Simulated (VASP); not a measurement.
A run of VASP 6.6.1:

The input INCAR:

```
ALGO = Fast
EDIFF = 1E-6
ENCUT = 520
GGA = PE
ISIF = 2
ISMEAR = 0
LASPH = True
LCHARG = True
LELF = True
LREAL = False
LVHAR = True
LWAVE = False
NBANDS = 10
NELM = 100
PREC = Accurate
SIGMA = 0.15
```

KPOINTS

```
k-points
0
Gamma
  12 12 12
```

Contents of POSCAR:

```
K
1.0
    4.0562788604      0.0000000000      0.0000000000
    0.0000000000      4.0562788604      0.0000000000
    0.0000000000      0.0000000000      4.8675346325
K
1
Direct
    0.0000000000      0.0000000000      0.0000000000
```

Potentials or basis: VASP PAW PBE potentials, release 64 (K_sv).

Run with:

```console
$ cat potpaw_PBE.64/K_sv/POTCAR > POTCAR
$ mpirun -np 1 vasp_std > vasp.out
```

Hardware: 1 thread of Intel(R) Xeon(R) 6975P-C (Granite Rapids), with other jobs on the host.

Problem. Estimate the wall time of this run.

Solution. It took 48 s on 1 thread of Intel(R) Xeon(R) 6975P-C (Granite Rapids) (shared host), peak memory 0.27 GiB. Counts: scf iterations 12, k points 196.
